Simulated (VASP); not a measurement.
# SrCl2 (I4/mmm) in VASP: notebook

The runs below take SrCl2 through single point, with PBE.

All numbers are computed with VASP 6.6.1; they aren't measurements. Logs are shortened: lines on timing, memory, paths and dates and some standing lists are left out, and cuts for length are marked.

### 1 The cell of the first run

It takes space group I4/mmm (No. 139, tetragonal). Conventional cell: a = 5.166 Å, b = 5.166 Å, c = 6.743 Å, α = 90.00°, β = 90.00°, γ = 90.00°. Sr (site symmetry 4/mmm) has 8 Cl at 3.08 Å within 4.1 Å. Cl (site symmetry -4m2) has 4 Sr at 3.08 Å and 6 Cl at 3.37 to 3.65 Å within 4.1 Å.

### 2 Single point, PBE (29.99 Å³/atom)

Contents of INCAR:

```
ALGO = Normal ; EDIFF = 1E-6
ENCUT = 520 ; GGA = PE
ISIF = 2 ; ISMEAR = 0
LASPH = True ; LCHARG = True
LELF = True ; LREAL = False
LVHAR = True ; LWAVE = False
NBANDS = 19 ; NELM = 80
PREC = Accurate ; SIGMA = 0.05
```

Contents of KPOINTS:

```
k-points
0
Gamma
  6 6 6
```

Contents of POSCAR:

```
SrCl2
1.0
    0.0000000000      3.6526455101      3.3713918058
    3.6526455101      0.0000000000      3.3713918058
    3.6526455101      3.6526455101      0.0000000000
Sr Cl
1 2
Direct
    0.0000000000      0.0000000000      0.0000000000
    0.2500000000      0.2500000000      0.2500000000
    0.7500000000      0.7500000000      0.7500000000
```

Potentials or basis: VASP PAW PBE potentials, release 64 (Sr_sv, Cl).

Started as:

```sh
$ cat potpaw_PBE.64/Sr_sv/POTCAR potpaw_PBE.64/Cl/POTCAR > POTCAR
$ mpirun -np 1 vasp_std > vasp.out
```

OUTCAR:

```text
EDIFF = 1E-6
   ENCUT = 520
   GGA = PE
   ISIF = 2
   ISMEAR = 0
   LASPH = True
   LREAL = False
   NELM = 80
   PREC = Accurate

 ion  position               nearest neighbor table
   1  0.000  0.000  0.000-   3 3.08   3 3.08   3 3.08   2 3.08   2 3.08   2 3.08   3 3.08   2 3.08

   2  0.250  0.250  0.250-   1 3.08   1 3.08   1 3.08   1 3.08
   3  0.750  0.750  0.750-   1 3.08   1 3.08   1 3.08   1 3.08

  LATTYP: Found a body centered tetragonal cell.
 ALAT       =     5.1656208189
 C/A-ratio  =     1.3053191181

  Lattice vectors:

 A1 = (   0.0000000000,  -3.6526455101,  -3.3713918058)
 A2 = (   0.0000000000,   3.6526455101,  -3.3713918058)
 A3 = (   3.6526455101,   0.0000000000,   3.3713918058)

Analysis of symmetry for initial positions (statically):
=====================================================================
 Subroutine PRICEL returns:
 Original cell was already a primitive cell.

 Routine SETGRP: Setting up the symmetry group for a
 body centered tetragonal supercell.

 Subroutine GETGRP returns: Found 16 space group operations
 (whereof 16 operations were pure point group operations)
 out of a pool of 16 trial point group operations.

The static configuration has the point symmetry D_4h.

Analysis of symmetry for dynamics (positions and initial velocities):
=====================================================================
 Subroutine PRICEL returns:
 Original cell was already a primitive cell.

 Routine SETGRP: Setting up the symmetry group for a
 body centered tetragonal supercell.

 Subroutine GETGRP returns: Found 16 space group operations
 (whereof 16 operations were pure point group operations)
 out of a pool of 16 trial point group operations.

The dynamic configuration has the point symmetry D_4h.

 Subroutine INISYM returns: Found 16 space group operations
 (whereof 16 operations are pure point group operations),
 and found     1 'primitive' translations

----------------------------------------------------------------------------------------

                                     Primitive cell

  volume of cell :      89.9610

  direct lattice vectors                    reciprocal lattice vectors
     0.000000000  3.652645510  3.371391806    -0.136887086  0.136887086  0.148306702
     3.652645510  0.000000000  3.371391806     0.136887086 -0.136887086  0.148306702
[... 85 lines left out ...]
   ENCUT  =  520.0 eV  38.22 Ry    6.18 a.u.   9.24  9.24  9.60*2*pi/ulx,y,z
   NELM   =     80;   NELMIN=  2; NELMDL= -5     # of ELM steps
   EDIFF  = 0.1E-05   stopping-criterion for ELM
   LREAL  =      F    real-space projection
   EDIFFG = 0.1E-04   stopping-criterion for IOM
   NSW    =      0    number of steps for IOM
   IBRION =     -1    ionic relax: 0-MD 1-quasi-New 2-CG
   NFREE  =      0    steps in history (QN), initial steepest desc. (CG)
   ISIF   =      2    stress and relaxation
   ISYM   =      2    0-nonsym 1-usesym 2-fastsym
   POTIM  = 0.5000    time-step for ionic-motion
   TEBEG  =    0.0;   TEEND  =   0.0 temperature during run
   PSTRESS=    0.0 pullay stress
   NELECT =      24.0000    total number of electrons
   NUPDOWN=      -1.0000    fix difference up-down
   EMIN   =  10.00;   EMAX   =-10.00  energy-range for DOS
   EFERMI =   0.00;   METHOD = LEGACY
   ISMEAR =     0;   SIGMA  =   0.05  broadening in eV -4-tet -1-fermi 0-gaus
   EFERMI_NEDOS =   21; number of points for ismear=-14 and -15
   IALGO  =     38    algorithm
   IMIX   =      4    mixing-type and parameters
     AMIX     =   0.40;   BMIX     =  1.00
     AMIX_MAG =   1.60;   BMIX_MAG =  1.00
  volume/ion in A,a.u.               =      29.99       202.36
  Fermi-wavevector in a.u.,A,eV,Ry     =   1.053886  1.991557 15.111673  1.110677
  Thomas-Fermi vector in A             =   2.189025
   LORBIT       =      0    0 simple, 1 ext, 2 COOP (PROOUT), +10 PAW based schemes
   GGA     = PE    functional components
   LHFCALC =     F    Hartree Fock is set to
   AEXX    =    0.0000 exact exchange contribution
   IVDW    =     0    specifies the selected vdW correction
   LEPSILON=     F    determine dielectric tensor
   LRPA    =     F    only Hartree local field effects (RPA)
 non-spin polarized calculation
 Gauss-broadening in eV      SIGMA  =   0.05
  energy-cutoff  :      520.00
  volume of cell :       89.96
 maximum number of plane-waves:      2445
 NGX is ok and might be reduce to    40
   NGX = 19   NGY = 19   NGZ = 19

 number of electron      23.9999998 magnetization

 Free energy of the ion-electron system (eV)
  ---------------------------------------------------
  ext. energy  EPLUGINS =         0.00000000
  ---------------------------------------------------
  free energy    TOTEN  =       -12.72706216 eV

  energy without entropy =      -12.72706216  energy(sigma->0) =      -12.72706216

 E-fermi :   0.4441     XC(G=0):  -8.0362

 val. band max:        0.1513225534   @ k =   0.5000   0.5000   0.0000
 cond. band min:       4.8044455671   @ k =   0.0000   0.0000   0.0000
 fundamental gap:      4.6531230138
 Fermi energy:         0.4441226071

 k-point     1 :       0.0000    0.0000    0.0000
  band No.  band energies     occupation
      1     -33.3131      2.00000
      2     -15.2956      2.00000
      3     -15.2708      2.00000
      4     -15.2708      2.00000
      5     -13.3341      2.00000
      6     -12.5666      2.00000
[... 505 lines left out ...]
      6     -12.7597      2.00000
[... 11 lines left out ...]
     18       8.3708      0.00000
     19       9.1832      0.00000

 [... further k-points ...]

------------------------ aborting loop because EDIFF is reached ----------------------------------------

  FORCE on cell =-STRESS in cart. coord.  units (eV):
  Direction    XX          YY          ZZ          XY          YZ          ZX
  --------------------------------------------------------------------------------------
  -------------------------------------------------------------------------------------
  Total       -1.2049830     -1.2049830      1.0048666      0.0000000      0.0000000      0.0000000
  in kB      -21.4603705    -21.4603705     17.8963609      0.0000000      0.0000000      0.0000000
  external PRESSURE =      -8.3414601 kB  Pullay stress =       0.0000000 kB

 VOLUME and BASIS-vectors are now :
 -----------------------------------------------------------------------------
  energy-cutoff  :      520.00
  volume of cell :       89.96
      direct lattice vectors                 reciprocal lattice vectors
     0.000000000  3.652645510  3.371391806    -0.136887086  0.136887086  0.148306702
     3.652645510  0.000000000  3.371391806     0.136887086 -0.136887086  0.148306702
     3.652645510  3.652645510  0.000000000     0.136887086  0.136887086 -0.148306702

 POSITION                                       TOTAL-FORCE (eV/Angst)
 -----------------------------------------------------------------------------------
      0.00000      0.00000      0.00000        -0.000000      0.000000     -0.000000
      1.82632      1.82632      1.68570         0.000000      0.000000      0.000000
      5.47897      5.47897      5.05709         0.000000     -0.000000      0.000000
 -----------------------------------------------------------------------------------
    total drift:                               -0.000000     -0.000000      0.000000

  FREE ENERGIE OF THE ION-ELECTRON SYSTEM (eV)
  ---------------------------------------------------
  free  energy   TOTEN  =       -12.7270621635 eV

  energy  without entropy=      -12.7270621635  energy(sigma->0) =      -12.72706216
```

Run time: 1.7 min. Hardware: 1 thread of Intel Xeon 8259CL, shared host; peak memory 0.26 GiB.

Results:

- Free energy: -12.7271 eV
- Pressure: -0.8 GPa
- Band gap on the k mesh: 4.65 eV (least direct gap 4.89 eV)

Levels at points of the mesh, in eV from the valence-band top:
```tsv
k point	band 10	band 11	band 12	band 13	band 14	band 15
(0.00, 0.00, 0.00)	-0.85	-0.85	-0.24	4.65	5.50	6.09
(0.50, 0.00, 0.00)	-1.57	-1.35	-1.27	6.22	6.34	6.86
(0.50, 0.50, 0.00)	-0.80	-0.80	0.00	5.13	6.86	7.08
(0.50, 0.00, 0.50)	-0.96	-0.47	-0.28	5.13	6.34	7.11
```

A k mesh can miss the band edges. A hybrid or GW would open this gap; PBE tends to underestimate it.

### 3 Single point, PBE (29.99 Å³/atom)

Contents of INCAR:

```
SYSTEM = SrCl2
PREC = Accurate
ENCUT = 520
EDIFF = 1E-6
ISMEAR = 0
SIGMA = 0.05
LREAL = .False.
LASPH = .True.
NELM = 100
ALGO = Normal
ISIF = 2
LWAVE = .False.
LCHARG = .True.
GGA = PE
LELF = .True.
LVHAR = .True.
NBANDS = 19
```

Contents of KPOINTS:

```
Automatic mesh
0
Gamma
  6 6 6
  0 0 0
```

Contents of POSCAR:

```
SrCl2
1.0
    0.0000000000      3.6331995156      3.4075778257
    3.6331995156      0.0000000000      3.4075778257
    3.6331995156      3.6331995156      0.0000000000
Sr Cl
1 2
Direct
    0.0000000000      0.0000000000      0.0000000000
    0.2500000000      0.2500000000      0.2500000000
    0.7500000000      0.7500000000      0.7500000000
```

Potentials or basis: VASP PAW PBE potentials, release 64 (Sr_sv, Cl).

Started as:

```sh
$ cat potpaw_PBE.64/Sr_sv/POTCAR potpaw_PBE.64/Cl/POTCAR > POTCAR
$ mpirun -np 1 vasp_std > vasp.out
```

Wall time 1.7 min (1 thread of Intel Xeon 8259CL, shared host); peak memory 0.25 GiB.

The run converged. Its results:

```yaml
Free_energy: -12.7482 eV
Pressure: -0.9 GPa
Band_gap_on_the_k_mesh: 4.77 eV (least direct gap 5.02 eV)
```

Stress tensor (GPa, compression positive):
```
-1.90  0.00  0.00
 0.00 -1.90  0.00
 0.00  0.00  1.22
```

Levels at points of the mesh, in eV from the valence-band top:
| k point | band 8 | band 9 | band 10 | band 11 | band 12 | band 13 | band 14 | band 15 | band 16 | band 17 |
| --- | --- | --- | --- | --- | --- | --- | --- | --- | --- | --- |
| (0.00, 0.00, 0.00) | -2.13 | -2.13 | -0.73 | -0.73 | -0.25 | 4.77 | 5.63 | 6.09 | 8.58 | 8.58 |
| (0.50, 0.00, 0.00) | -1.70 | -1.59 | -1.49 | -1.27 | -1.21 | 6.32 | 6.42 | 6.97 | 7.47 | 8.04 |
| (0.50, 0.50, 0.00) | -2.03 | -2.03 | -0.71 | -0.71 | 0.00 | 5.22 | 6.88 | 7.16 | 7.73 | 7.73 |
| (0.50, 0.00, 0.50) | -2.13 | -1.89 | -0.83 | -0.37 | -0.30 | 5.23 | 6.46 | 7.18 | 7.38 | 7.52 |

A k mesh can miss the band edges. As with any semilocal functional, this PBE gap is likely too small.

(Part 1 of 2 ends here.)
